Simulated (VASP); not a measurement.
# Si (Fd-3m) in VASP: further runs

Runs on Si. Level: PBE. Tasks: single point.

All numbers are computed with VASP 6.6.1; they aren't measurements. Logs are shortened: lines on timing, memory, paths and dates and some standing lists are left out, and cuts for length are marked.

### Step 1. The cell of the first run

It takes space group Fd-3m (No. 227, cubic). Conventional cell: a = 4.561 Å, b = 4.561 Å, c = 4.561 Å, α = 90.00°, β = 90.00°, γ = 90.00°. Within 2.6 Å of Si (site symmetry -43m) lie 4 Si at 1.98 Å.

### Step 2. Single point, PBE (volume scaled by 0.58)

Input file INCAR:

```
ALGO = Normal
EDIFF = 1E-7
ENCUT = 520
GGA = PE
ISIF = 2
ISMEAR = -1
LASPH = T
LCHARG = T
LELF = T
LREAL = F
LVHAR = T
LWAVE = F
NBANDS = 11
NELM = 100
PREC = Accurate
SIGMA = 0.08
```

Input file KPOINTS:

```
k-points
0
Gamma
  12 12 12
```

Input file POSCAR:

```
Si
1.0
    0.0000000000      2.2807354430      2.2807354430
    2.2807354430      0.0000000000      2.2807354430
    2.2807354430      2.2807354430      0.0000000000
Si
2
Direct
   -0.1250000000     -0.1250000000     -0.1250000000
    0.1250000000      0.1250000000      0.1250000000
```

Potentials or basis: VASP PAW PBE potentials, release 64 (Si).

On the command line:

```
$ cat potpaw_PBE.64/Si/POTCAR > POTCAR
$ mpirun -np 1 vasp_std > vasp.out
```

OUTCAR:

```text
EDIFF = 1E-7
   ENCUT = 520
   GGA = PE
   ISIF = 2
   ISMEAR = -1
   LASPH = T
   LREAL = F
   NELM = 100
   PREC = Accurate

 ion  position               nearest neighbor table
   1  0.875  0.875  0.875-   2 1.98   2 1.98   2 1.98   2 1.98
   2  0.125  0.125  0.125-   1 1.98   1 1.98   1 1.98   1 1.98

  LATTYP: Found a face centered cubic cell.
 ALAT       =     4.5614708860

  Lattice vectors:

 A1 = (   0.0000000000,   2.2807354430,   2.2807354430)
 A2 = (   2.2807354430,   0.0000000000,   2.2807354430)
 A3 = (   2.2807354430,   2.2807354430,   0.0000000000)

Analysis of symmetry for initial positions (statically):
=====================================================================
 Subroutine PRICEL returns:
 Original cell was already a primitive cell.

 Routine SETGRP: Setting up the symmetry group for a
 face centered cubic supercell.

 Subroutine GETGRP returns: Found 48 space group operations
 (whereof 12 operations were pure point group operations)
 out of a pool of 48 trial point group operations.

The static configuration has the point symmetry D_3d.
 The point group associated with its full space group is O_h .

Analysis of symmetry for dynamics (positions and initial velocities):
=====================================================================
 Subroutine PRICEL returns:
 Original cell was already a primitive cell.

 Routine SETGRP: Setting up the symmetry group for a
 face centered cubic supercell.

 Subroutine GETGRP returns: Found 48 space group operations
 (whereof 12 operations were pure point group operations)
 out of a pool of 48 trial point group operations.

The dynamic configuration has the point symmetry D_3d.
 The point group associated with its full space group is O_h .

 Subroutine INISYM returns: Found 48 space group operations
 (whereof 12 operations are pure point group operations),
 and found     1 'primitive' translations

----------------------------------------------------------------------------------------

                                     Primitive cell

  volume of cell :      23.7277

  direct lattice vectors                    reciprocal lattice vectors
     0.000000000  2.280735443  2.280735443    -0.219227531  0.219227531  0.219227531
     2.280735443  0.000000000  2.280735443     0.219227531 -0.219227531  0.219227531
     2.280735443  2.280735443  0.000000000     0.219227531  0.219227531 -0.219227531

  length of vectors
     3.225446996  3.225446996  3.225446996     0.379713222  0.379713222  0.379713222

[... 83 lines left out ...]
   NSW    =      0    number of steps for IOM
   IBRION =     -1    ionic relax: 0-MD 1-quasi-New 2-CG
   NFREE  =      0    steps in history (QN), initial steepest desc. (CG)
   ISIF   =      2    stress and relaxation
   ISYM   =      2    0-nonsym 1-usesym 2-fastsym
   POTIM  = 0.5000    time-step for ionic-motion
   TEBEG  =    0.0;   TEEND  =   0.0 temperature during run
   PSTRESS=    0.0 pullay stress
   NELECT =       8.0000    total number of electrons
   NUPDOWN=      -1.0000    fix difference up-down
   EMIN   =  10.00;   EMAX   =-10.00  energy-range for DOS
   EFERMI =   0.00;   METHOD = LEGACY
   ISMEAR =    -1;   SIGMA  =   0.08  broadening in eV -4-tet -1-fermi 0-gaus
   EFERMI_NEDOS =   21; number of points for ismear=-14 and -15
   IALGO  =     38    algorithm
   IMIX   =      4    mixing-type and parameters
     AMIX     =   0.40;   BMIX     =  1.00
     AMIX_MAG =   1.60;   BMIX_MAG =  1.00
  volume/ion in A,a.u.               =      11.86        80.06
  Fermi-wavevector in a.u.,A,eV,Ry     =   1.139427  2.153205 17.664367  1.298294
  Thomas-Fermi vector in A             =   2.276131
   LORBIT       =      0    0 simple, 1 ext, 2 COOP (PROOUT), +10 PAW based schemes
   GGA     = PE    functional components
   LHFCALC =     F    Hartree Fock is set to
   AEXX    =    0.0000 exact exchange contribution
   IVDW    =     0    specifies the selected vdW correction
   LEPSILON=     F    determine dielectric tensor
   LRPA    =     F    only Hartree local field effects (RPA)
 non-spin polarized calculation
  energy-cutoff  :      520.00
  volume of cell :       23.73
 maximum number of plane-waves:       650
   NGX = 11   NGY = 11   NGZ = 11

 number of electron       8.0000000 magnetization

 Free energy of the ion-electron system (eV)
  ---------------------------------------------------
  ext. energy  EPLUGINS =         0.00000000
  ---------------------------------------------------
  free energy    TOTEN  =        -5.96747393 eV

  energy without entropy =       -5.96027945  energy(sigma->0) =       -5.96387669

 E-fermi :  12.0752     XC(G=0): -11.6144

 val. band max:       12.0637299978   @ k =   0.4167   0.4167   0.0000
 cond. band min:      12.1587995702   @ k =  -0.1667   0.0833   0.0000
 fundamental gap:      0.0950695724
 Fermi energy:        12.0751617932

 k-point     1 :       0.0000    0.0000    0.0000
  band No.  band energies     occupation
      1      -3.8976      2.00000
      2      12.5409      0.00591
      3      12.5409      0.00591
      4      12.5409      0.00591
      5      15.1389      0.00000
      6      15.1389      0.00000
      7      15.1389      0.00000
      8      20.2479      0.00000
      9      20.2479      0.00000
     10      22.5109      0.00000
     11      23.1533      0.00000
[... 309 lines left out ...]
 k-point    24 :      -0.4167    0.1667    0.0000
  band No.  band energies     occupation
      1       0.4962      2.00000
      2       2.7897      2.00000
      3       8.2240      2.00000
      4      10.1437      2.00000
      5      14.1432      0.00000
      6      16.8372      0.00000
      7      18.0056      0.00000
      8      22.5760      0.00000
      9      22.6890      0.00000
     10      23.1466      0.00000
     11      26.9874      0.00000

 [... further k-points ...]
[... 5 lines left out ...]
  --------------------------------------------------------------------------------------
  -------------------------------------------------------------------------------------
  Total       20.9166888     20.9166888     20.9166888     -0.0000000      0.0000000     -0.0000000
  in kB     1412.3709825   1412.3709825   1412.3709825     -0.0000000      0.0000000     -0.0000000
  external PRESSURE =    1412.3709825 kB  Pullay stress =       0.0000000 kB

 VOLUME and BASIS-vectors are now :
 -----------------------------------------------------------------------------
  energy-cutoff  :      520.00
  volume of cell :       23.73
      direct lattice vectors                 reciprocal lattice vectors
     0.000000000  2.280735443  2.280735443    -0.219227531  0.219227531  0.219227531
     2.280735443  0.000000000  2.280735443     0.219227531 -0.219227531  0.219227531
     2.280735443  2.280735443  0.000000000     0.219227531  0.219227531 -0.219227531

 POSITION                                       TOTAL-FORCE (eV/Angst)
 -----------------------------------------------------------------------------------
      3.99129      3.99129      3.99129        -0.000000     -0.000000     -0.000000
      0.57018      0.57018      0.57018         0.000000      0.000000      0.000000
 -----------------------------------------------------------------------------------
    total drift:                                0.000000      0.000000     -0.000000

  FREE ENERGIE OF THE ION-ELECTRON SYSTEM (eV)
  ---------------------------------------------------
  free  energy   TOTEN  =        -5.9674739272 eV

  energy  without entropy=       -5.9602794485  energy(sigma->0) =       -5.96387669
```

stdout:

```text
POSCAR found type information on POSCAR Si
 POSCAR found :  1 types and       2 ions
 scaLAPACK will be used
 LDA part: xc-table for (Slater+PW92), standard interpolation
 POSCAR, INCAR and KPOINTS ok, starting setup
 FFT: planning ... GRIDC
 FFT: planning ... GRID_SOFT
 FFT: planning ... GRID
 WAVECAR not read
 entering main loop
```

Wall time 27 s (1 thread of AMD EPYC 7R43 (Zen 3), shared host); peak memory 0.1 GiB.

What came out:

| Item | Value |
| --- | --- |
| Free energy | -5.9675 eV |
| Pressure | 141.2 GPa |
| Band gap on the k mesh | zero (band 4 reaches 12.54 eV, above the bottom of band 5 at 11.69 eV) |

### Step 3. Single point, PBE (volume scaled by 0.68)

Input file INCAR:

```
ALGO = Normal
EDIFF = 1E-6
ENCUT = 520
GGA = PE
ISIF = 2
ISMEAR = -1
LASPH = True
LCHARG = False
LREAL = False
LWAVE = False
NBANDS = 11
NELM = 100
PREC = Accurate
SIGMA = 0.08
```

KPOINTS is that of step 2.

Input file POSCAR:

```
Si
1.0
    0.0000000000      2.4049269251      2.4049269251
    2.4049269251      0.0000000000      2.4049269251
    2.4049269251      2.4049269251      0.0000000000
Si
2
Direct
   -0.1250000000     -0.1250000000     -0.1250000000
    0.1250000000      0.1250000000      0.1250000000
```

Potentials or basis: VASP PAW PBE potentials, release 64 (Si).

On the command line:

```
$ cat potpaw_PBE.64/Si/POTCAR > POTCAR
$ mpirun -np 1 vasp_std > vasp.out
```

OUTCAR:

```text
EDIFF = 1E-6
   ENCUT = 520
   GGA = PE
   ISIF = 2
   ISMEAR = -1
   LASPH = True
   LREAL = False
   NELM = 100
   PREC = Accurate

 ion  position               nearest neighbor table
   1  0.875  0.875  0.875-   2 2.08   2 2.08   2 2.08   2 2.08
   2  0.125  0.125  0.125-   1 2.08   1 2.08   1 2.08   1 2.08

  LATTYP: Found a face centered cubic cell.
 ALAT       =     4.8098538502

  Lattice vectors:

 A1 = (   0.0000000000,   2.4049269251,   2.4049269251)
 A2 = (   2.4049269251,   0.0000000000,   2.4049269251)
 A3 = (   2.4049269251,   2.4049269251,   0.0000000000)

Analysis of symmetry for initial positions (statically):
=====================================================================
 Subroutine PRICEL returns:
 Original cell was already a primitive cell.

 Routine SETGRP: Setting up the symmetry group for a
 face centered cubic supercell.

 Subroutine GETGRP returns: Found 48 space group operations
 (whereof 12 operations were pure point group operations)
 out of a pool of 48 trial point group operations.

The static configuration has the point symmetry D_3d.
 The point group associated with its full space group is O_h .

[... 164 lines left out ...]
 cond. band min:      10.0163328931   @ k =   0.5000   0.4167   0.0000
 fundamental gap:      0.0522303041
 Fermi energy:         9.9854110622

 k-point     1 :       0.0000    0.0000    0.0000
  band No.  band energies     occupation
      1      -4.7111      2.00000
      2      10.1734      0.17423
      3      10.1734      0.17423
      4      10.1734      0.17423
      5      12.8004      0.00000
      6      12.8004      0.00000
      7      12.8004      0.00000
      8      17.9540      0.00000
      9      17.9540      0.00000
     10      18.1308      0.00000
     11      19.8321      0.00000
[... 309 lines left out ...]
 k-point    24 :      -0.4167    0.1667    0.0000
  band No.  band energies     occupation
      1      -0.9448      2.00000
      2       1.5149      2.00000
      3       6.2864      2.00000
      4       8.0357      2.00000
      5      12.1053      0.00000
      6      14.5894      0.00000
      7      15.2105      0.00000
      8      19.6347      0.00000
      9      19.8370      0.00000
     10      20.2466      0.00000
     11      23.4836      0.00000

 [... further k-points ...]
[... 5 lines left out ...]
  --------------------------------------------------------------------------------------
  -------------------------------------------------------------------------------------
  Total       12.9258425     12.9258425     12.9258425      0.0000000      0.0000000     -0.0000000
  in kB      744.4470153    744.4470153    744.4470153      0.0000000      0.0000000     -0.0000000
  external PRESSURE =     744.4470153 kB  Pullay stress =       0.0000000 kB

 VOLUME and BASIS-vectors are now :
 -----------------------------------------------------------------------------
  energy-cutoff  :      520.00
  volume of cell :       27.82
      direct lattice vectors                 reciprocal lattice vectors
     0.000000000  2.404926925  2.404926925    -0.207906525  0.207906525  0.207906525
     2.404926925  0.000000000  2.404926925     0.207906525 -0.207906525  0.207906525
     2.404926925  2.404926925  0.000000000     0.207906525  0.207906525 -0.207906525

 POSITION                                       TOTAL-FORCE (eV/Angst)
 -----------------------------------------------------------------------------------
      4.20862      4.20862      4.20862        -0.000000      0.000000     -0.000000
      0.60123      0.60123      0.60123         0.000000     -0.000000      0.000000
 -----------------------------------------------------------------------------------
    total drift:                               -0.000000     -0.000000     -0.000000

  FREE ENERGIE OF THE ION-ELECTRON SYSTEM (eV)
  ---------------------------------------------------
  free  energy   TOTEN  =        -8.6370480718 eV

  energy  without entropy=       -8.6318026183  energy(sigma->0) =       -8.63442535
```

OSZICAR:

```text
N       E                     dE             d eps       ncg     rms          rms(c)
DAV:   1     0.621809031219E+01    0.62181E+01   -0.34049E+03  1592   0.609E+02
DAV:   2    -0.870558765266E+01   -0.14924E+02   -0.14307E+02  2003   0.858E+01
DAV:   3    -0.911377317836E+01   -0.40819E+00   -0.40657E+00  2009   0.115E+01
DAV:   4    -0.911592571065E+01   -0.21525E-02   -0.21524E-02  1839   0.106E+00
DAV:   5    -0.911593927464E+01   -0.13564E-04   -0.13563E-04  2025   0.791E-02    0.771E+00
DAV:   6    -0.876509945620E+01    0.35084E+00   -0.24313E-01  1776   0.208E+00    0.487E+00
DAV:   7    -0.863669231900E+01    0.12841E+00   -0.34597E-01  1818   0.260E+00    0.806E-01
DAV:   8    -0.863699068446E+01   -0.29837E-03   -0.12795E-02  1782   0.637E-01    0.147E-01
DAV:   9    -0.863705167689E+01   -0.60992E-04   -0.35755E-04  1979   0.110E-01    0.972E-02
DAV:  10    -0.863704826741E+01    0.34095E-05   -0.65156E-05  1875   0.415E-02    0.339E-02
DAV:  11    -0.863704807183E+01    0.19558E-06   -0.18032E-06  1814   0.797E-03
   1 F= -.86370481E+01 E0= -.86344253E+01  d E =-.524545E-02
```

Wall time 28 s (1 thread of AMD EPYC 7R43 (Zen 3), shared host); peak memory 0.12 GiB.

What came out:

```
Free energy            : -8.6370 eV
Pressure               : 74.4 GPa
Band gap on the k mesh : zero (band 4 reaches 10.17 eV, above the bottom of band 5 at 9.87 eV)
```

Levels at points of the mesh, in eV from the Fermi level:
```
           k point  band 1  band 2  band 3  band 4  band 5  band 6  band 7  band 8  band 9
(0.00, 0.00, 0.00)  -14.70    0.19    0.19    0.19    2.81    2.81    2.81    7.97    7.97
(0.50, 0.00, 0.00)  -11.27   -8.93   -1.32   -1.32    3.01    3.11    3.11    8.25   11.65
(0.50, 0.50, 0.00)   -9.07   -9.07   -3.73   -3.73   -0.09   -0.09   12.35   12.35   13.71
```
